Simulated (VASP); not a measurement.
# Ta (Im-3m) in VASP: a series of runs

Ta is run at these levels: PBEsol; tasks: single point, relaxation of cell and atoms.

All numbers are computed with VASP 6.6.1; they aren't measurements. Logs are shortened: lines on timing, memory, paths and dates and some standing lists are left out, and cuts for length are marked.

### Step 1. The cell of the first run

Symmetry: Im-3m, No. 229, cubic system. Conventional cell: a = 3.280 Å, b = 3.280 Å, c = 3.280 Å, α = 90.00°, β = 90.00°, γ = 90.00°. Ta (site symmetry m-3m) has 14 Ta at 2.84 to 3.28 Å within 3.7 Å.

### Step 2. Single point, PBEsol

Input file INCAR:

```
ALGO = Normal
EDIFF = 1E-6
ENCUT = 520
GGA = PS
ISIF = 2
ISMEAR = 0
LASPH = T
LCHARG = F
LREAL = F
LWAVE = F
NBANDS = 12
NELM = 60
PREC = Accurate
SIGMA = 0.1
```

Input file KPOINTS:

```
k-points
0
Gamma
  18 18 18
```

Input file POSCAR:

```
Ta
1.0
   -1.6402164356      1.6402164356      1.6402164356
    1.6402164356     -1.6402164356      1.6402164356
    1.6402164356      1.6402164356     -1.6402164356
Ta
1
Direct
    0.0000000000      0.0000000000      0.0000000000
```

Potentials or basis: VASP PAW PBE potentials, release 64 (Ta_pv).

On the command line:

```
> cat potpaw_PBE.64/Ta_pv/POTCAR > POTCAR
> mpirun -np 1 vasp_std > vasp.out
```

OUTCAR:

```text
EDIFF = 1E-6
   ENCUT = 520
   GGA = PS
   ISIF = 2
   ISMEAR = 0
   LASPH = T
   LREAL = F
   NELM = 60
   PREC = Accurate

 ion  position               nearest neighbor table
   1  0.000  0.000  0.000-

  LATTYP: Found a body centered cubic cell.
 ALAT       =     3.2804328712

  Lattice vectors:

 A1 = (  -1.6402164356,   1.6402164356,   1.6402164356)
 A2 = (   1.6402164356,  -1.6402164356,   1.6402164356)
 A3 = (   1.6402164356,   1.6402164356,  -1.6402164356)

Analysis of symmetry for initial positions (statically):
=====================================================================
 Subroutine PRICEL returns:
 Original cell was already a primitive cell.

 Routine SETGRP: Setting up the symmetry group for a
 body centered cubic supercell.

 Subroutine GETGRP returns: Found 48 space group operations
 (whereof 48 operations were pure point group operations)
 out of a pool of 48 trial point group operations.

The static configuration has the point symmetry O_h .

Analysis of symmetry for dynamics (positions and initial velocities):
=====================================================================
 Subroutine PRICEL returns:
 Original cell was already a primitive cell.

 Routine SETGRP: Setting up the symmetry group for a
 body centered cubic supercell.

 Subroutine GETGRP returns: Found 48 space group operations
 (whereof 48 operations were pure point group operations)
 out of a pool of 48 trial point group operations.

The dynamic configuration has the point symmetry O_h .

 Subroutine INISYM returns: Found 48 space group operations
 (whereof 48 operations are pure point group operations),
 and found     1 'primitive' translations

----------------------------------------------------------------------------------------

                                     Primitive cell

  volume of cell :      17.6508

  direct lattice vectors                    reciprocal lattice vectors
    -1.640216436  1.640216436  1.640216436     0.000000000  0.304837818  0.304837818
     1.640216436 -1.640216436  1.640216436     0.304837818  0.000000000  0.304837818
     1.640216436  1.640216436 -1.640216436     0.304837818  0.304837818  0.000000000

  length of vectors
     2.840938202  2.840938202  2.840938202     0.431105777  0.431105777  0.431105777

  position of ions in fractional coordinates (direct lattice)
     0.000000000  0.000000000  0.000000000

  ion indices of the primitive-cell ions
   primitive index   ion index
                 1           1

----------------------------------------------------------------------------------------

 KPOINTS: k-points

Automatic generation of k-mesh.
 Grid dimensions read from file:
 generate k-points for:   18   18   18

 Generating k-lattice:

  Cartesian coordinates                     Fractional coordinates (reciprocal lattice)
     0.000000000  0.016935434  0.016935434     0.055555556  0.000000000  0.000000000
     0.016935434  0.000000000  0.016935434     0.000000000  0.055555556  0.000000000
     0.016935434  0.016935434  0.000000000     0.000000000  0.000000000  0.055555556

  Length of vectors
     0.023950321  0.023950321  0.023950321

  Shift w.r.t. Gamma in fractional coordinates (k-lattice)
     0.000000000  0.000000000  0.000000000

 Subroutine IBZKPT returns following result:
 ===========================================

 Found    195 irreducible k-points:

 Following reciprocal coordinates:
            Coordinates               Weight
  0.000000  0.000000  0.000000      1.000000
  0.055556  0.000000  0.000000     12.000000
  0.111111  0.000000  0.000000     12.000000
  0.166667  0.000000  0.000000     12.000000
  0.222222  0.000000  0.000000     12.000000
  0.277778  0.000000  0.000000     12.000000
[... 16 lines left out ...]
  0.333333  0.111111  0.000000     48.000000
  0.388889  0.111111  0.000000     48.000000
 [... further k-points ...]
   k-points           NKPTS =    195   k-points in BZ     NKDIM =    195   number of bands    NBANDS=     12
   number of dos      NEDOS =    301   number of ions     NIONS =      1
   total plane-waves  NPLWV =  13824
   dimension x,y,z NGX =    24 NGY =   24 NGZ =   24
   dimension x,y,z NGXF=    48 NGYF=   48 NGZF=   48
   ions per type =               1
   NGX,Y,Z   is equivalent  to a cutoff of  14.04, 14.04, 14.04 a.u.
   NGXF,Y,Z  is equivalent  to a cutoff of  28.09, 28.09, 28.09 a.u.
 SYSTEM =  unknown system
   PREC   = accura    normal or accurate (medium, high low for compatibility)
   ISTART =      0    job   : 0-new  1-cont  2-samecut
   ICHARG =      2    charge: 1-file 2-atom 10-const
   ISPIN  =      1    spin polarized calculation?
   LNONCOLLINEAR =      F non collinear calculations
   LSORBIT =      F    spin-orbit coupling
   LASPH  =      T    aspherical Exc in radial PAW
   ENCUT  =  520.0 eV  38.22 Ry    6.18 a.u.   5.28  5.28  5.28*2*pi/ulx,y,z
   NELM   =     60;   NELMIN=  2; NELMDL= -5     # of ELM steps
   EDIFF  = 0.1E-05   stopping-criterion for ELM
   LREAL  =      F    real-space projection
   EDIFFG = 0.1E-04   stopping-criterion for IOM
   NSW    =      0    number of steps for IOM
   IBRION =     -1    ionic relax: 0-MD 1-quasi-New 2-CG
   NFREE  =      0    steps in history (QN), initial steepest desc. (CG)
   ISIF   =      2    stress and relaxation
   ISYM   =      2    0-nonsym 1-usesym 2-fastsym
   POTIM  = 0.5000    time-step for ionic-motion
   TEBEG  =    0.0;   TEEND  =   0.0 temperature during run
   PSTRESS=    0.0 pullay stress
   NELECT =      11.0000    total number of electrons
   NUPDOWN=      -1.0000    fix difference up-down
   EMIN   =  10.00;   EMAX   =-10.00  energy-range for DOS
   EFERMI =   0.00;   METHOD = LEGACY
   ISMEAR =     0;   SIGMA  =   0.10  broadening in eV -4-tet -1-fermi 0-gaus
   EFERMI_NEDOS =   21; number of points for ismear=-14 and -15
   IALGO  =     38    algorithm
   IMIX   =      4    mixing-type and parameters
     AMIX     =   0.40;   BMIX     =  1.00
     AMIX_MAG =   1.60;   BMIX_MAG =  1.00
  volume/ion in A,a.u.               =      17.65       119.11
  Fermi-wavevector in a.u.,A,eV,Ry     =   1.398356  2.642511 26.604844  1.955401
  Thomas-Fermi vector in A             =   2.521522
   LORBIT       =      0    0 simple, 1 ext, 2 COOP (PROOUT), +10 PAW based schemes
   GGA     = PS    functional components
   LHFCALC =     F    Hartree Fock is set to
   AEXX    =    0.0000 exact exchange contribution
   IVDW    =     0    specifies the selected vdW correction
   LEPSILON=     F    determine dielectric tensor
   LRPA    =     F    only Hartree local field effects (RPA)
 non-spin polarized calculation
 Gauss-broadening in eV      SIGMA  =   0.10
  energy-cutoff  :      520.00
  volume of cell :       17.65
 maximum number of plane-waves:       490
 NGX is ok and might be reduce to    24
   NGX = 11   NGY = 11   NGZ = 11

 number of electron      11.0000002 magnetization

 Free energy of the ion-electron system (eV)
  ---------------------------------------------------
  ext. energy  EPLUGINS =         0.00000000
  ---------------------------------------------------
  free energy    TOTEN  =       -12.55538059 eV

  energy without entropy =      -12.54943666  energy(sigma->0) =      -12.55240862

 E-fermi :   5.4934     XC(G=0): -12.8319

 val. band max:        5.4928664576   @ k =  -0.2778   0.3889   0.1111
 cond. band min:       5.4962439764   @ k =  -0.1667   0.2222   0.0556
 fundamental gap:      0.0033775188
 Fermi energy:         5.4934376375

 k-point     1 :       0.0000    0.0000    0.0000
  band No.  band energies     occupation
      1     -27.4568      2.00000
      2     -27.4568      2.00000
      3     -27.4568      2.00000
      4      -2.5222      2.00000
      5       6.2058      0.00000
      6       6.2058      0.00000
      7       6.2058      0.00000
      8       9.5483      0.00000
      9       9.5483      0.00000
     10      20.2209      0.00000
     11      20.6209      0.00000
     12      20.6209      0.00000

 k-point     2 :       0.0556    0.0000    0.0000
  band No.  band energies     occupation
      1     -27.4985      2.00000
      2     -27.4695      2.00000
      3     -27.4571      2.00000
      4      -2.3797      2.00000
      5       6.1126      0.00000
      6       6.1800      0.00000
      7       6.3452      0.00000
      8       9.3935      0.00000
      9       9.5481      0.00000
     10      20.2208      0.00000
     11      20.7513      0.00000
     12      20.8695      0.00000

 k-point     3 :       0.1111    0.0000    0.0000
  band No.  band energies     occupation
      1     -27.6172      2.00000
      2     -27.5060      2.00000
      3     -27.4578      2.00000
      4      -1.9678      2.00000
      5       5.8559      0.00000
      6       6.0703      0.00000
      7       6.7589      0.00000
      8       9.0710      0.00000
      9       9.5558      0.00000
     10      20.2201      0.00000
     11      21.0814      0.00000
     12      21.5902      0.00000

 k-point     4 :       0.1667    0.0000    0.0000
  band No.  band energies     occupation
      1     -27.7948      2.00000
      2     -27.5614      2.00000
      3     -27.4589      2.00000
      4      -1.3345      2.00000
      5       5.4923      1.01337
      6       5.8248      0.00000
      7       7.4341      0.00000
      8       8.8515      0.00000
      9       9.5913      0.00000
     10      20.2191      0.00000
     11      21.3780      0.00000
     12      22.7206      0.00000

 k-point     5 :       0.2222    0.0000    0.0000
  band No.  band energies     occupation
      1     -28.0065      2.00000
      2     -27.6285      2.00000
      3     -27.4603      2.00000
      4      -0.5706      2.00000
      5       5.0857      2.00000
      6       5.5041      0.87979
      7       8.3476      0.00000
      8       8.8697      0.00000
      9       9.6755      0.00000
     10      20.2162      0.00000
     11      21.1994      0.00000
     12      23.0689      0.00000

 k-point     6 :       0.2778    0.0000    0.0000
  band No.  band energies     occupation
      1     -28.2248      2.00000
      2     -27.6991      2.00000
      3     -27.4618      2.00000
      4       0.1741      2.00000
      5       4.6914      2.00000
      6       5.3217      1.98484
      7       9.0684      0.00000
      8       9.4622      0.00000
      9       9.8201      0.00000
     10      20.2068      0.00000
     11      20.3958      0.00000
     12      21.8806      0.00000

 k-point     7 :       0.3333    0.0000    0.0000
  band No.  band energies     occupation
      1     -28.4238      2.00000
      2     -27.7646      2.00000
      3     -27.4633      2.00000
      4       0.7086      2.00000
      5       4.3501      2.00000
      6       5.5087      0.82890
      7       9.3215      0.00000
      8      10.0188      0.00000
      9      10.7153      0.00000
     10      19.3573      0.00000
     11      20.0767      0.00000
     12      20.4519      0.00000

 k-point     8 :       0.3889    0.0000    0.0000
  band No.  band energies     occupation
      1     -28.5820      2.00000
      2     -27.8174      2.00000
      3     -27.4645      2.00000
      4       0.9487      2.00000
      5       4.0893      2.00000
      6       6.1039      0.00000
      7       9.4969      0.00000
      8      10.2396      0.00000
      9      11.9905      0.00000
     10      18.4205      0.00000
     11      18.8619      0.00000
     12      20.2525      0.00000
[... 166 lines left out ...]
 k-point    20 :       0.1667    0.1111    0.0000
  band No.  band energies     occupation
      1     -28.0676      2.00000
      2     -27.6304      2.00000
      3     -27.5071      2.00000
      4      -0.2189      2.00000
      5       5.0522      2.00000
      6       5.1840      1.99999
      7       8.5224      0.00000
      8       8.8854      0.00000
      9      10.0088      0.00000
     10      20.2138      0.00000
     11      21.6530      0.00000
     12      22.5726      0.00000

 k-point    21 :       0.2222    0.1111    0.0000
  band No.  band energies     occupation
      1     -28.2532      2.00000
      2     -27.7117      2.00000
      3     -27.5129      2.00000
      4       0.5373      2.00000
      5       4.6662      2.00000
      6       4.9991      2.00000
      7       8.6822      0.00000
      8      10.0223      0.00000
      9      10.1863      0.00000
     10      20.1790      0.00000
     11      20.5049      0.00000
     12      22.1220      0.00000

 k-point    22 :       0.2778    0.1111    0.0000
  band No.  band energies     occupation
      1     -28.4216      2.00000
      2     -27.7907      2.00000
      3     -27.5167      2.00000
      4       1.1030      2.00000
      5       4.3589      2.00000
      6       5.1099      2.00000
      7       8.9688      0.00000
      8      10.3136      0.00000
      9      11.2940      0.00000
     10      19.2663      0.00000
     11      20.2134      0.00000
     12      20.8058      0.00000

 k-point    23 :       0.3333    0.1111    0.0000
  band No.  band energies     occupation
      1     -28.5551      2.00000
      2     -27.8555      2.00000
      3     -27.5193      2.00000
      4       1.3601      2.00000
      5       4.1363      2.00000
      6       5.5993      0.13418
      7       9.2362      0.00000
      8      10.4440      0.00000
      9      12.5558      0.00000
     10      18.1942      0.00000
     11      19.4436      0.00000
     12      20.2498      0.00000

 k-point    24 :       0.3889    0.1111    0.0000
  band No.  band energies     occupation
      1     -28.6406      2.00000
      2     -27.8979      2.00000
      3     -27.5209      2.00000
      4       1.4132      2.00000
      5       3.9993      2.00000
      6       6.2134      0.00000
      7       9.3055      0.00000
      8      10.6409      0.00000
      9      13.5914      0.00000
     10      17.2574      0.00000
     11      18.6487      0.00000
     12      20.2390      0.00000

 [... further k-points ...]
[... 5 lines left out ...]
  --------------------------------------------------------------------------------------
  -------------------------------------------------------------------------------------
  Total        0.0214091      0.0214091      0.0214091      0.0000000     -0.0000000     -0.0000000
  in kB        1.9433231      1.9433231      1.9433231      0.0000000     -0.0000000     -0.0000000
  external PRESSURE =       1.9433231 kB  Pullay stress =       0.0000000 kB

 VOLUME and BASIS-vectors are now :
 -----------------------------------------------------------------------------
  energy-cutoff  :      520.00
  volume of cell :       17.65
      direct lattice vectors                 reciprocal lattice vectors
    -1.640216436  1.640216436  1.640216436     0.000000000  0.304837818  0.304837818
     1.640216436 -1.640216436  1.640216436     0.304837818  0.000000000  0.304837818
     1.640216436  1.640216436 -1.640216436     0.304837818  0.304837818  0.000000000

 POSITION                                       TOTAL-FORCE (eV/Angst)
 -----------------------------------------------------------------------------------
      0.00000      0.00000      0.00000        -0.000000     -0.000000     -0.000000
 -----------------------------------------------------------------------------------
    total drift:                                0.000000      0.000000      0.000000

  FREE ENERGIE OF THE ION-ELECTRON SYSTEM (eV)
  ---------------------------------------------------
  free  energy   TOTEN  =       -12.5553805870 eV

  energy  without entropy=      -12.5494366580  energy(sigma->0) =      -12.55240862
```

Run time: 18 s. Hardware: 1 thread of AMD EPYC 9R45 (Zen 5), shared host; peak memory 0.14 GiB.

What came out:

| Property | Result |
| --- | --- |
| Free energy | -12.5554 eV |
| Pressure | 0.2 GPa |

Caveat: the PAW data sets were made with another functional, which shifts forces and pressure a little; spin-orbit coupling is left out, which moves the levels of the heavy elements.

### Step 3. Relaxation of cell and atoms, PBEsol

This run uses another cell than the first one, of 17.35 Å³/atom, 0.983 times its volume.

Input file INCAR:

```
SYSTEM = Ta
PREC = Accurate
ENCUT = 600
EDIFF = 1E-7
ISMEAR = 0
SIGMA = 0.1
LREAL = .False.
LASPH = .True.
NELM = 100
ALGO = Normal
ISIF = 3
LWAVE = .False.
LCHARG = .False.
GGA = PS
IBRION = 2
NSW = 80
EDIFFG = -0.01
```

Input file KPOINTS:

```
Automatic mesh
0
Gamma
  18 18 18
  0 0 0
```

Input file POSCAR:

```
Ta
1.0
   -1.6309147326      1.6309147326      1.6309147326
    1.6309147326     -1.6309147326      1.6309147326
    1.6309147326      1.6309147326     -1.6309147326
Ta
1
Direct
    0.0000000000      0.0000000000      0.0000000000
```

Potentials or basis: VASP PAW PBE potentials, release 64 (Ta_pv).

On the command line:

```
> cat potpaw_PBE.64/Ta_pv/POTCAR > POTCAR
> mpirun -np 1 vasp_std > vasp.out
```

Wall time 32 s (1 thread of AMD EPYC 9R45 (Zen 5), shared host); peak memory 0.14 GiB.

Results (log left out):

- Free energy: -12.5556 eV
- Relaxed volume: 17.67 Å³/atom
- Relaxed cell: a = 2.842 Å, b = 2.842 Å, c = 2.842 Å, α = 109.47°, β = 109.47°, γ = 109.47°
- Space group after relaxing (to 0.05 Å): Im-3m (No. 229)
- Energy gained by relaxing: 3.8 meV/atom
- Ionic steps: 3
- Pressure after relaxing: -0.1 GPa

The path:
| step | energy change (eV) | largest force (eV/Å) | pressure (GPa) | volume (Å³) |
| --- | --- | --- | --- | --- |
| 1 | 0.0000 | 0.0000 | 3.90 | 17.35 |
| 2 | 0.0164 | 0.0000 | -8.14 | 18.44 |
| 3 | -0.0038 | 0.0000 | -0.06 | 17.67 |

Final structure:
```
CELL_PARAMETERS angstrom
-1.64094 1.64094 1.64094
1.64094 -1.64094 1.64094
1.64094 1.64094 -1.64094
ATOMIC_POSITIONS crystal
Ta 0.00000 0.00000 0.00000
```

Levels at points of the mesh, in eV from the Fermi level:
```tsv
k point	band 1	band 2	band 3	band 4	band 5	band 6	band 7	band 8	band 9
(0.00, 0.00, 0.00)	-32.96	-32.96	-32.96	-8.01	0.71	0.71	0.71	4.05	4.05
(0.50, 0.00, 0.00)	-34.21	-33.36	-32.96	-4.48	-1.62	1.69	3.94	4.99	7.99
(0.50, 0.50, 0.50)	-33.83	-33.83	-33.83	-3.93	-3.93	6.99	6.99	6.99	8.83
```

Caveat: the PAW data sets were made with another functional, which shifts forces and pressure a little; spin-orbit coupling is left out, which moves the levels of the heavy elements.
